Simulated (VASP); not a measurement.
# F (C2/c) in VASP: notebook

The runs below take F through single point, with PBE.

Program: VASP 6.6.1. These are calculated values, not measurements. Logs are shortened: lines on timing, memory, paths and dates and some standing lists are left out, and cuts for length are marked.

**1. The cell of the first run**

It takes space group C2/c (No. 15, monoclinic). The conventional cell has a = 6.214 Å, b = 3.740 Å, c = 7.043 Å, α = 90.00°, β = 98.23°, γ = 90.00°. Within 1.9 Å of F (site symmetry 1) lie 1 F at 1.44 Å.

**2. Single point, PBE (volume scaled by 1.04)**

INCAR reads:

```
PREC = Accurate ; ENCUT = 520
EDIFF = 1E-7 ; ISMEAR = -1
SIGMA = 0.05 ; LREAL = F
LASPH = T ; NELM = 80
ALGO = Normal ; ISIF = 2
LWAVE = F ; LCHARG = F
GGA = PE ; NBANDS = 22
```

KPOINTS reads:

```
Automatic mesh
0
Gamma
  9 9 4
```

POSCAR reads:

```
F
1.0
    3.1035859087     -1.8699239539      0.1499820614
    3.1035859087      1.8699239539      0.1499820614
   -1.3439289176      0.0000000000      6.9137193911
F
4
Direct
    0.9236106942      0.5862237664      0.0928428741
    0.4137762336      0.0763893058      0.4071571259
    0.0763893058      0.4137762336      0.9071571259
    0.5862237664      0.9236106942      0.5928428741
```

Potentials or basis: VASP PAW PBE potentials, release 64 (F).

The run is started by

```console
$ cat potpaw_PBE.64/F/POTCAR > POTCAR
$ mpirun -np 1 vasp_std > vasp.out
```

OUTCAR:

```text
PREC = Accurate
   ENCUT = 520
   EDIFF = 1E-7
   ISMEAR = -1
   LREAL = F
   LASPH = T
   NELM = 80
   ISIF = 2
   GGA = PE

 ion  position               nearest neighbor table
   1  0.924  0.586  0.093-   3 1.44
   2  0.414  0.076  0.407-   4 1.44
   3  0.076  0.414  0.907-   1 1.44
   4  0.586  0.924  0.593-   2 1.44

  LATTYP: Found a base centered monoclinic cell.
 ALAT       =     6.2144155353
 B/A-ratio  =     0.6018020338
 C/A-ratio  =     1.1333533427
 COS(beta)  =    -0.1432095833

  Lattice vectors:

 A1 = (   3.1035859087,  -1.8699239539,   0.1499820614)
 A2 = (   3.1035859087,   1.8699239539,   0.1499820614)
 A3 = (  -1.3439289176,   0.0000000000,   6.9137193911)

Analysis of symmetry for initial positions (statically):
=====================================================================
 Subroutine PRICEL returns:
 Original cell was already a primitive cell.

 Routine SETGRP: Setting up the symmetry group for a
 base centered monoclinic supercell.

 Subroutine GETGRP returns: Found  4 space group operations
 (whereof  2 operations were pure point group operations)
 out of a pool of  4 trial point group operations.

The static configuration has the point symmetry S_2 .
 The point group associated with its full space group is C_2h.

Analysis of symmetry for dynamics (positions and initial velocities):
=====================================================================
 Subroutine PRICEL returns:
 Original cell was already a primitive cell.

 Routine SETGRP: Setting up the symmetry group for a
 base centered monoclinic supercell.

 Subroutine GETGRP returns: Found  4 space group operations
 (whereof  2 operations were pure point group operations)
 out of a pool of  4 trial point group operations.

The dynamic configuration has the point symmetry S_2 .
 The point group associated with its full space group is C_2h.

 Subroutine INISYM returns: Found  4 space group operations
 (whereof  2 operations are pure point group operations),
 and found     1 'primitive' translations

----------------------------------------------------------------------------------------

                                     Primitive cell

  volume of cell :      81.0009

  direct lattice vectors                    reciprocal lattice vectors
     3.103585909 -1.869923954  0.149982061     0.159604676 -0.267390553  0.031024884
     3.103585909  1.869923954  0.149982061     0.159604676  0.267390553  0.031024884
    -1.343928918  0.000000000  6.913719391    -0.006924735  0.000000000  0.143293876

  length of vectors
     3.626479795  3.626479795  7.043128620     0.312943931  0.312943931  0.143461099

  position of ions in fractional coordinates (direct lattice)
     0.923610694  0.586223766  0.092842874
     0.413776234  0.076389306  0.407157126
     0.076389306  0.413776234  0.907157126
     0.586223766  0.923610694  0.592842874

  ion indices of the primitive-cell ions
   primitive index   ion index
                 1           1
                 2           2
                 3           3
                 4           4

----------------------------------------------------------------------------------------

 KPOINTS: Automatic mesh

Automatic generation of k-mesh.
 Grid dimensions read from file:
 generate k-points for:    9    9    4

 Generating k-lattice:

  Cartesian coordinates                     Fractional coordinates (reciprocal lattice)
     0.017733853 -0.029710061  0.003447209     0.111111111 -0.000000000 -0.000000000
     0.017733853  0.029710061  0.003447209    -0.000000000  0.111111111 -0.000000000
    -0.001731184  0.000000000  0.035823469     0.000000000  0.000000000  0.250000000

  Length of vectors
     0.034771548  0.034771548  0.035865275

  Shift w.r.t. Gamma in fractional coordinates (k-lattice)
     0.000000000  0.000000000  0.000000000

 Subroutine IBZKPT returns following result:
 ===========================================

 Found     95 irreducible k-points:

 Following reciprocal coordinates:
            Coordinates               Weight
  0.000000  0.000000  0.000000      1.000000
  0.111111 -0.000000  0.000000      4.000000
  0.222222 -0.000000  0.000000      4.000000
  0.333333 -0.000000 -0.000000      4.000000
  0.444444 -0.000000  0.000000      4.000000
  0.111111  0.111111  0.000000      2.000000
[... 16 lines left out ...]
 -0.333333  0.333333  0.000000      2.000000
  0.444444  0.444444  0.000000      2.000000
 [... further k-points ...]
   k-points           NKPTS =     95   k-points in BZ     NKDIM =     95   number of bands    NBANDS=     22
   number of dos      NEDOS =    301   number of ions     NIONS =      4
   total plane-waves  NPLWV =  42336
   dimension x,y,z NGX =    28 NGY =   28 NGZ =   54
   dimension x,y,z NGXF=    56 NGYF=   56 NGZF=  108
   ions per type =               4
   NGX,Y,Z   is equivalent  to a cutoff of  12.84, 12.84, 12.75 a.u.
   NGXF,Y,Z  is equivalent  to a cutoff of  25.67, 25.67, 25.49 a.u.
 SYSTEM =  unknown system
   PREC   = accura    normal or accurate (medium, high low for compatibility)
   ISTART =      0    job   : 0-new  1-cont  2-samecut
   ICHARG =      2    charge: 1-file 2-atom 10-const
   ISPIN  =      1    spin polarized calculation?
   LNONCOLLINEAR =      F non collinear calculations
   LSORBIT =      F    spin-orbit coupling
   LASPH  =      T    aspherical Exc in radial PAW
   ENCUT  =  520.0 eV  38.22 Ry    6.18 a.u.   6.74  6.74 13.10*2*pi/ulx,y,z
   NELM   =     80;   NELMIN=  2; NELMDL= -5     # of ELM steps
   EDIFF  = 0.1E-06   stopping-criterion for ELM
   LREAL  =      F    real-space projection
   EDIFFG = 0.1E-05   stopping-criterion for IOM
   NSW    =      0    number of steps for IOM
   IBRION =     -1    ionic relax: 0-MD 1-quasi-New 2-CG
   NFREE  =      0    steps in history (QN), initial steepest desc. (CG)
   ISIF   =      2    stress and relaxation
   ISYM   =      2    0-nonsym 1-usesym 2-fastsym
   POTIM  = 0.5000    time-step for ionic-motion
   TEBEG  =    0.0;   TEEND  =   0.0 temperature during run
   PSTRESS=    0.0 pullay stress
   NELECT =      28.0000    total number of electrons
   NUPDOWN=      -1.0000    fix difference up-down
   EMIN   =  10.00;   EMAX   =-10.00  energy-range for DOS
   EFERMI =   0.00;   METHOD = LEGACY
   ISMEAR =    -1;   SIGMA  =   0.05  broadening in eV -4-tet -1-fermi 0-gaus
   EFERMI_NEDOS =   21; number of points for ismear=-14 and -15
   IALGO  =     38    algorithm
   IMIX   =      4    mixing-type and parameters
     AMIX     =   0.40;   BMIX     =  1.00
     AMIX_MAG =   1.60;   BMIX_MAG =  1.00
  volume/ion in A,a.u.               =      20.25       136.66
  Fermi-wavevector in a.u.,A,eV,Ry     =   1.148940  2.171182 17.960560  1.320064
  Thomas-Fermi vector in A             =   2.285613
   LORBIT       =      0    0 simple, 1 ext, 2 COOP (PROOUT), +10 PAW based schemes
   GGA     = PE    functional components
   LHFCALC =     F    Hartree Fock is set to
   AEXX    =    0.0000 exact exchange contribution
   IVDW    =     0    specifies the selected vdW correction
   LEPSILON=     F    determine dielectric tensor
   LRPA    =     F    only Hartree local field effects (RPA)
 non-spin polarized calculation
  energy-cutoff  :      520.00
  volume of cell :       81.00
 maximum number of plane-waves:      2196
   NGX = 13   NGY = 13   NGZ = 27

 number of electron      28.0000003 magnetization

 Free energy of the ion-electron system (eV)
  ---------------------------------------------------
  ext. energy  EPLUGINS =         0.00000000
  ---------------------------------------------------
  free energy    TOTEN  =        -7.32253253 eV

  energy without entropy =       -7.32253253  energy(sigma->0) =       -7.32253253

 E-fermi :  -4.9887     XC(G=0):  -6.6696

 val. band max:       -6.2445480076   @ k =   0.4444   0.4444   0.0000
 cond. band min:      -3.4072309202   @ k =   0.0000   0.0000   0.0000
 fundamental gap:      2.8373170874
 Fermi energy:        -4.9887477325

 k-point     1 :       0.0000    0.0000    0.0000
  band No.  band energies     occupation
      1     -30.6536      2.00000
      2     -30.5839      2.00000
      3     -24.7921      2.00000
      4     -24.6009      2.00000
      5     -12.3842      2.00000
      6     -11.9271      2.00000
[... 14 lines left out ...]
     21      13.0871      0.00000
     22      13.1953      0.00000

 k-point     2 :       0.1111   -0.0000    0.0000
  band No.  band energies     occupation
      1     -30.6482      2.00000
      2     -30.5827      2.00000
      3     -24.7862      2.00000
      4     -24.6066      2.00000
      5     -12.3729      2.00000
      6     -11.9411      2.00000
[... 14 lines left out ...]
     21      12.2083      0.00000
     22      13.2610      0.00000

 k-point     3 :       0.2222   -0.0000    0.0000
  band No.  band energies     occupation
      1     -30.6335      2.00000
      2     -30.5800      2.00000
      3     -24.7694      2.00000
      4     -24.6230      2.00000
      5     -12.3389      2.00000
      6     -11.9819      2.00000
[... 14 lines left out ...]
     21      11.4326      0.00000
     22      12.2283      0.00000

 k-point     4 :       0.3333   -0.0000   -0.0000
  band No.  band energies     occupation
      1     -30.6144      2.00000
      2     -30.5795      2.00000
      3     -24.7437      2.00000
      4     -24.6484      2.00000
      5     -12.2830      2.00000
      6     -12.0459      2.00000
[... 14 lines left out ...]
     21      10.0866      0.00000
     22      10.7532      0.00000

 k-point     5 :       0.4444   -0.0000    0.0000
  band No.  band energies     occupation
      1     -30.5966      2.00000
      2     -30.5842      2.00000
      3     -24.7128      2.00000
      4     -24.6791      2.00000
      5     -12.2090      2.00000
      6     -12.1254      2.00000
[... 14 lines left out ...]
     21       8.8050      0.00000
     22       9.4073      0.00000

 k-point     6 :       0.1111    0.1111    0.0000
  band No.  band energies     occupation
      1     -30.6493      2.00000
      2     -30.5813      2.00000
      3     -24.7883      2.00000
      4     -24.6009      2.00000
      5     -12.3769      2.00000
      6     -11.9302      2.00000
[... 14 lines left out ...]
     21      12.7477      0.00000
     22      12.8241      0.00000

 k-point     7 :       0.2222    0.1111    0.0000
  band No.  band energies     occupation
      1     -30.6406      2.00000
      2     -30.5780      2.00000
      3     -24.7793      2.00000
      4     -24.6072      2.00000
      5     -12.3590      2.00000
      6     -11.9472      2.00000
[... 324 lines left out ...]
      6     -11.9470      2.00000
[... 14 lines left out ...]
     21       9.9439      0.00000
     22      12.0645      0.00000

 k-point    21 :       0.4444    0.3333    0.0000
  band No.  band energies     occupation
      1     -30.6191      2.00000
      2     -30.5647      2.00000
      3     -24.7598      2.00000
      4     -24.6095      2.00000
      5     -12.3151      2.00000
      6     -11.9651      2.00000
[... 14 lines left out ...]
     21       9.2330      0.00000
     22      11.1080      0.00000

 k-point    22 :      -0.4444    0.3333   -0.0000
  band No.  band energies     occupation
      1     -30.6086      2.00000
      2     -30.5665      2.00000
      3     -24.7450      2.00000
      4     -24.6280      2.00000
      5     -12.2819      2.00000
      6     -12.0100      2.00000
[... 14 lines left out ...]
     21       8.6336      0.00000
     22      10.0594      0.00000

 k-point    23 :      -0.3333    0.3333    0.0000
  band No.  band energies     occupation
      1     -30.5983      2.00000
      2     -30.5732      2.00000
      3     -24.7252      2.00000
      4     -24.6557      2.00000
      5     -12.2353      2.00000
      6     -12.0760      2.00000
[... 14 lines left out ...]
     21       8.9563      0.00000
     22       9.1763      0.00000

 k-point    24 :       0.4444    0.4444    0.0000
  band No.  band energies     occupation
      1     -30.6190      2.00000
      2     -30.5619      2.00000
      3     -24.7611      2.00000
      4     -24.6034      2.00000
      5     -12.3173      2.00000
      6     -11.9529      2.00000
[... 14 lines left out ...]
     21       9.0171      0.00000
     22      10.9514      0.00000

 [... further k-points ...]

------------------------ aborting loop because EDIFF is reached ----------------------------------------

  FORCE on cell =-STRESS in cart. coord.  units (eV):
  Direction    XX          YY          ZZ          XY          YZ          ZX
  --------------------------------------------------------------------------------------
  -------------------------------------------------------------------------------------
  Total       -0.2466270     -0.3899091     -0.8855097      0.0000000      0.0000000      0.1051846
  in kB       -4.8782177     -7.7122991    -17.5151491      0.0000000      0.0000000      2.0805237
  external PRESSURE =     -10.0352220 kB  Pullay stress =       0.0000000 kB

 VOLUME and BASIS-vectors are now :
 -----------------------------------------------------------------------------
  energy-cutoff  :      520.00
  volume of cell :       81.00
      direct lattice vectors                 reciprocal lattice vectors
     3.103585909 -1.869923954  0.149982061     0.159604676 -0.267390553  0.031024884
     3.103585909  1.869923954  0.149982061     0.159604676  0.267390553  0.031024884
    -1.343928918  0.000000000  6.913719391    -0.006924735  0.000000000  0.143293876

 POSITION                                       TOTAL-FORCE (eV/Angst)
 -----------------------------------------------------------------------------------
      4.56113     -0.63089      0.86834         0.034592     -0.116217     -0.237922
      0.97408     -0.63089      2.88849        -0.034592     -0.116217      0.237922
      0.30212      0.63089      6.34535        -0.034592      0.116217      0.237922
      3.88916      0.63089      4.32520         0.034592      0.116217     -0.237922
 -----------------------------------------------------------------------------------
    total drift:                                0.000000     -0.000000      0.000000

  FREE ENERGIE OF THE ION-ELECTRON SYSTEM (eV)
  ---------------------------------------------------
  free  energy   TOTEN  =        -7.3225325272 eV

  energy  without entropy=       -7.3225325272  energy(sigma->0) =       -7.32253253
```

Run time: 2.5 min. Hardware: 1 thread of Intel Xeon 6975P-C, shared host; peak memory 0.25 GiB.

Results:

- Free energy: -7.3225 eV
- Pressure: -1.0 GPa
- Largest force: 0.267 eV/Å
- Band gap on the k mesh: 2.84 eV, indirect (least direct gap 2.86 eV)

Forces on the atoms (eV/Å):
```
F    0.035 -0.116 -0.238
F   -0.035 -0.116  0.238
F   -0.035  0.116  0.238
F    0.035  0.116 -0.238
```

Stress tensor (GPa, compression positive):
```
-0.49  0.00  0.21
 0.00 -0.77  0.00
 0.21  0.00 -1.75
```

(Continued in part 2 of 2.)
